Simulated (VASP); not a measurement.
# Rb (R-3m) in VASP: single point with PBEsol

Aim: the single point of Rb with PBEsol.

Everything below comes from runs of VASP 6.6.1. Logs are shortened: lines on timing, memory, paths and dates and some standing lists are left out, and cuts for length are marked.

### 1 The cell of the first run

The structure is trigonal, space group R-3m (No. 166). Conventional cell: a = 7.857 Å, b = 7.857 Å, c = 4.957 Å, α = 90.00°, β = 90.00°, γ = 120.00°.

### 2 Single point, PBEsol (equal xy, yz and zx shear strains of +2 %)

INCAR reads:

```
  ALGO = Normal
  EDIFF = 1E-7
  ENCUT = 520
  GGA = PS
  ISIF = 2
  ISMEAR = -1
  LASPH = True
  LCHARG = True
  LELF = True
  LREAL = False
  LVHAR = True
  LWAVE = False
  NBANDS = 10
  NELM = 100
  PREC = Accurate
  SIGMA = 0.05
```

KPOINTS reads:

```
k-points
0
Gamma
  8 8 8
```

POSCAR reads:

```
Rb
1.0
   -2.7498800000      2.8060000000      2.8060000000
    2.8060000000     -2.7498800000      2.8060000000
    2.8060000000      2.8060000000     -2.7498800000
Rb
1
Direct
    0.0000000000      0.0000000000      0.0000000000
```

Potentials or basis: VASP PAW PBE potentials, release 64 (Rb_sv).

On the command line:

```console
> cat potpaw_PBE.64/Rb_sv/POTCAR > POTCAR
> mpirun -np 1 vasp_std > vasp.out
```

OUTCAR:

```text
EDIFF = 1E-7
   ENCUT = 520
   GGA = PS
   ISIF = 2
   ISMEAR = -1
   LASPH = True
   LREAL = False
   NELM = 100
   PREC = Accurate

 ion  position               nearest neighbor table
   1  0.000  0.000  0.000-

  LATTYP: Found a trigonal (rhomboedric) cell.
 ALAT       =     4.8279511197
 COS(alpha) =    -0.3242805026

  Lattice vectors:

 A1 = (  -2.7498800000,   2.8060000000,   2.8060000000)
 A2 = (   2.8060000000,  -2.7498800000,   2.8060000000)
 A3 = (   2.8060000000,   2.8060000000,  -2.7498800000)

Analysis of symmetry for initial positions (statically):
=====================================================================
 Subroutine PRICEL returns:
 Original cell was already a primitive cell.

 Routine SETGRP: Setting up the symmetry group for a
 trigonal (rhombohedral) supercell.

 Subroutine GETGRP returns: Found 12 space group operations
 (whereof 12 operations were pure point group operations)
 out of a pool of 12 trial point group operations.

The static configuration has the point symmetry D_3d.

Analysis of symmetry for dynamics (positions and initial velocities):
=====================================================================
 Subroutine PRICEL returns:
 Original cell was already a primitive cell.

 Routine SETGRP: Setting up the symmetry group for a
 trigonal (rhombohedral) supercell.

 Subroutine GETGRP returns: Found 12 space group operations
 (whereof 12 operations were pure point group operations)
 out of a pool of 12 trial point group operations.

The dynamic configuration has the point symmetry D_3d.

 Subroutine INISYM returns: Found 12 space group operations
 (whereof 12 operations are pure point group operations),
 and found     1 'primitive' translations

----------------------------------------------------------------------------------------

                                     Primitive cell

  volume of cell :      88.3474

  direct lattice vectors                    reciprocal lattice vectors
    -2.749880000  2.806000000  2.806000000    -0.003529206  0.176460283  0.176460283
     2.806000000 -2.749880000  2.806000000     0.176460283 -0.003529206  0.176460283
     2.806000000  2.806000000 -2.749880000     0.176460283  0.176460283 -0.003529206

  length of vectors
     4.827951120  4.827951120  4.827951120     0.249577479  0.249577479  0.249577479

  position of ions in fractional coordinates (direct lattice)
     0.000000000  0.000000000  0.000000000

  ion indices of the primitive-cell ions
   primitive index   ion index
                 1           1

----------------------------------------------------------------------------------------

 KPOINTS: k-points

Automatic generation of k-mesh.
 Grid dimensions read from file:
 generate k-points for:    8    8    8

 Generating k-lattice:

  Cartesian coordinates                     Fractional coordinates (reciprocal lattice)
    -0.000441151  0.022057535  0.022057535     0.125000000  0.000000000  0.000000000
     0.022057535 -0.000441151  0.022057535     0.000000000  0.125000000  0.000000000
     0.022057535  0.022057535 -0.000441151     0.000000000  0.000000000  0.125000000

  Length of vectors
     0.031197185  0.031197185  0.031197185

  Shift w.r.t. Gamma in fractional coordinates (k-lattice)
     0.000000000  0.000000000  0.000000000

 Subroutine IBZKPT returns following result:
 ===========================================

 Found     65 irreducible k-points:

 Following reciprocal coordinates:
            Coordinates               Weight
  0.000000  0.000000  0.000000      1.000000
  0.125000  0.000000  0.000000      6.000000
  0.250000  0.000000  0.000000      6.000000
  0.375000  0.000000  0.000000      6.000000
  0.500000  0.000000  0.000000      3.000000
  0.125000  0.125000  0.000000      6.000000
[... 16 lines left out ...]
  0.250000  0.125000  0.125000      6.000000
  0.375000  0.125000  0.125000      6.000000
 [... further k-points ...]
   k-points           NKPTS =     65   k-points in BZ     NKDIM =     65   number of bands    NBANDS=     10
   number of dos      NEDOS =    301   number of ions     NIONS =      1
   total plane-waves  NPLWV =  46656
   dimension x,y,z NGX =    36 NGY =   36 NGZ =   36
   dimension x,y,z NGXF=    72 NGYF=   72 NGZF=   72
   ions per type =               1
   NGX,Y,Z   is equivalent  to a cutoff of  12.40, 12.40, 12.40 a.u.
   NGXF,Y,Z  is equivalent  to a cutoff of  24.79, 24.79, 24.79 a.u.
 SYSTEM =  unknown system
   PREC   = accura    normal or accurate (medium, high low for compatibility)
   ISTART =      0    job   : 0-new  1-cont  2-samecut
   ICHARG =      2    charge: 1-file 2-atom 10-const
   ISPIN  =      1    spin polarized calculation?
   LNONCOLLINEAR =      F non collinear calculations
   LSORBIT =      F    spin-orbit coupling
   LASPH  =      T    aspherical Exc in radial PAW
   ENCUT  =  520.0 eV  38.22 Ry    6.18 a.u.   8.98  8.98  8.98*2*pi/ulx,y,z
   NELM   =    100;   NELMIN=  2; NELMDL= -5     # of ELM steps
   EDIFF  = 0.1E-06   stopping-criterion for ELM
   LREAL  =      F    real-space projection
   EDIFFG = 0.1E-05   stopping-criterion for IOM
   NSW    =      0    number of steps for IOM
   IBRION =     -1    ionic relax: 0-MD 1-quasi-New 2-CG
   NFREE  =      0    steps in history (QN), initial steepest desc. (CG)
   ISIF   =      2    stress and relaxation
   ISYM   =      2    0-nonsym 1-usesym 2-fastsym
   POTIM  = 0.5000    time-step for ionic-motion
   TEBEG  =    0.0;   TEEND  =   0.0 temperature during run
   PSTRESS=    0.0 pullay stress
   NELECT =       9.0000    total number of electrons
   NUPDOWN=      -1.0000    fix difference up-down
   EMIN   =  10.00;   EMAX   =-10.00  energy-range for DOS
   EFERMI =   0.00;   METHOD = LEGACY
   ISMEAR =    -1;   SIGMA  =   0.05  broadening in eV -4-tet -1-fermi 0-gaus
   EFERMI_NEDOS =   21; number of points for ismear=-14 and -15
   IALGO  =     38    algorithm
   IMIX   =      4    mixing-type and parameters
     AMIX     =   0.40;   BMIX     =  1.00
     AMIX_MAG =   1.60;   BMIX_MAG =  1.00
  volume/ion in A,a.u.               =      88.35       596.20
  Fermi-wavevector in a.u.,A,eV,Ry     =   0.764583  1.444852  7.953786  0.584587
  Thomas-Fermi vector in A             =   1.864516
   LORBIT       =      0    0 simple, 1 ext, 2 COOP (PROOUT), +10 PAW based schemes
   GGA     = PS    functional components
   LHFCALC =     F    Hartree Fock is set to
   AEXX    =    0.0000 exact exchange contribution
   IVDW    =     0    specifies the selected vdW correction
   LEPSILON=     F    determine dielectric tensor
   LRPA    =     F    only Hartree local field effects (RPA)
 non-spin polarized calculation
  energy-cutoff  :      520.00
  volume of cell :       88.35
 maximum number of plane-waves:      2400
   NGX = 17   NGY = 17   NGZ = 17

 number of electron       9.0000000 magnetization

 Free energy of the ion-electron system (eV)
  ---------------------------------------------------
  ext. energy  EPLUGINS =         0.00000000
  ---------------------------------------------------
  free energy    TOTEN  =        -1.02306577 eV

  energy without entropy =       -1.01266302  energy(sigma->0) =       -1.01786439

 E-fermi :   0.0311     XC(G=0):  -5.5948

 val. band max:        0.0283206073   @ k =   0.5000   0.2500   0.2500
 cond. band min:       0.0371504580   @ k =   0.3750   0.1250   0.0000
 fundamental gap:      0.0088298506
 Fermi energy:         0.0310698546

 k-point     1 :       0.0000    0.0000    0.0000
  band No.  band energies     occupation
      1     -28.8293      2.00000
      2     -12.8753      2.00000
      3     -12.8719      2.00000
      4     -12.8719      2.00000
      5      -2.0031      2.00000
      6       3.6619      0.00000
      7       3.6619      0.00000
      8       3.8122      0.00000
      9       4.7008      0.00000
     10       4.7008      0.00000

 k-point     2 :       0.1250    0.0000    0.0000
  band No.  band energies     occupation
      1     -28.8287      2.00000
      2     -12.8896      2.00000
      3     -12.8779      2.00000
      4     -12.8720      2.00000
      5      -1.8182      2.00000
      6       3.3370      0.00000
      7       3.4364      0.00000
      8       3.9443      0.00000
      9       4.4965      0.00000
     10       4.6482      0.00000

 k-point     3 :       0.2500    0.0000    0.0000
  band No.  band energies     occupation
      1     -28.8271      2.00000
      2     -12.9266      2.00000
      3     -12.8893      2.00000
      4     -12.8722      2.00000
      5      -1.2908      2.00000
      6       2.4401      0.00000
      7       3.0265      0.00000
      8       4.4443      0.00000
      9       4.5766      0.00000
     10       4.6456      0.00000

 k-point     4 :       0.3750    0.0000    0.0000
  band No.  band energies     occupation
      1     -28.8255      2.00000
      2     -12.9629      2.00000
      3     -12.9005      2.00000
      4     -12.8724      2.00000
      5      -0.5060      1.99996
      6       1.4984      0.00000
      7       2.7164      0.00000
      8       4.5496      0.00000
      9       4.8596      0.00000
     10       5.2429      0.00000

 k-point     5 :       0.5000    0.0000    0.0000
  band No.  band energies     occupation
      1     -28.8248      2.00000
      2     -12.9778      2.00000
      3     -12.9051      2.00000
      4     -12.8725      2.00000
      5       0.2055      0.05926
      6       0.7666      0.00000
      7       2.6057      0.00000
      8       4.3908      0.00000
      9       5.3088      0.00000
     10       5.3849      0.00000

 k-point     6 :       0.1250    0.1250    0.0000
  band No.  band energies     occupation
      1     -28.8276      2.00000
      2     -12.9117      2.00000
      3     -12.8846      2.00000
      4     -12.8762      2.00000
      5      -1.4684      2.00000
      6       2.8001      0.00000
      7       3.0104      0.00000
      8       4.2601      0.00000
      9       4.3298      0.00000
     10       4.9389      0.00000
[... 183 lines left out ...]
 k-point    21 :       0.5000    0.5000    0.0000
  band No.  band energies     occupation
      1     -28.8240      2.00000
      2     -12.9836      2.00000
      3     -12.9120      2.00000
      4     -12.8733      2.00000
      5       0.2788      0.01399
      6       0.8611      0.00000
      7       2.5927      0.00000
      8       4.2869      0.00000
      9       5.1797      0.00000
     10       5.2552      0.00000

 k-point    22 :       0.1250    0.1250    0.1250
  band No.  band energies     occupation
      1     -28.8265      2.00000
      2     -12.9349      2.00000
      3     -12.8865      2.00000
      4     -12.8865      2.00000
      5      -0.9743      2.00000
      6       2.3724      0.00000
      7       2.3724      0.00000
      8       4.4853      0.00000
      9       4.9134      0.00000
     10       4.9134      0.00000

 k-point    23 :       0.2500    0.1250    0.1250
  band No.  band energies     occupation
      1     -28.8252      2.00000
      2     -12.9514      2.00000
      3     -12.9066      2.00000
      4     -12.8880      2.00000
      5      -0.2140      1.98524
      6       1.6487      0.00000
      7       2.1236      0.00000
      8       4.0986      0.00000
      9       5.0939      0.00000
     10       5.2491      0.00000

 k-point    24 :       0.3750    0.1250    0.1250
  band No.  band energies     occupation
      1     -28.8246      2.00000
      2     -12.9620      2.00000
      3     -12.9144      2.00000
      4     -12.8882      2.00000
      5       0.5945      0.00003
      6       0.8900      0.00000
      7       2.0508      0.00000
      8       3.7842      0.00000
      9       5.2470      0.00000
     10       5.4201      0.00000

 [... further k-points ...]

------------------------ aborting loop because EDIFF is reached ----------------------------------------

  FORCE on cell =-STRESS in cart. coord.  units (eV):
  Direction    XX          YY          ZZ          XY          YZ          ZX
  --------------------------------------------------------------------------------------
  -------------------------------------------------------------------------------------
  Total       -0.0297755     -0.0297755     -0.0297755     -0.0123965     -0.0123965     -0.0123965
  in kB       -0.5399773     -0.5399773     -0.5399773     -0.2248096     -0.2248096     -0.2248096
  external PRESSURE =      -0.5399773 kB  Pullay stress =       0.0000000 kB

 VOLUME and BASIS-vectors are now :
 -----------------------------------------------------------------------------
  energy-cutoff  :      520.00
  volume of cell :       88.35
      direct lattice vectors                 reciprocal lattice vectors
    -2.749880000  2.806000000  2.806000000    -0.003529206  0.176460283  0.176460283
     2.806000000 -2.749880000  2.806000000     0.176460283 -0.003529206  0.176460283
     2.806000000  2.806000000 -2.749880000     0.176460283  0.176460283 -0.003529206

 POSITION                                       TOTAL-FORCE (eV/Angst)
 -----------------------------------------------------------------------------------
      0.00000      0.00000      0.00000         0.000000      0.000000      0.000000
 -----------------------------------------------------------------------------------
    total drift:                               -0.000000      0.000000      0.000000

  FREE ENERGIE OF THE ION-ELECTRON SYSTEM (eV)
  ---------------------------------------------------
  free  energy   TOTEN  =        -1.0230657659 eV

  energy  without entropy=       -1.0126630202  energy(sigma->0) =       -1.01786439
```

Wall time 15 s (1 thread of Intel Xeon 6975P-C (Granite Rapids), shared host); peak memory 0.22 GiB.

Results:

- Free energy: -1.0231 eV
- Pressure: -0.1 GPa

Caveat: the cell differs from its parent crystal (equal xy, yz and zx shear strains of +2 %); the PAW data sets were made with another functional, which shifts forces and pressure a little.
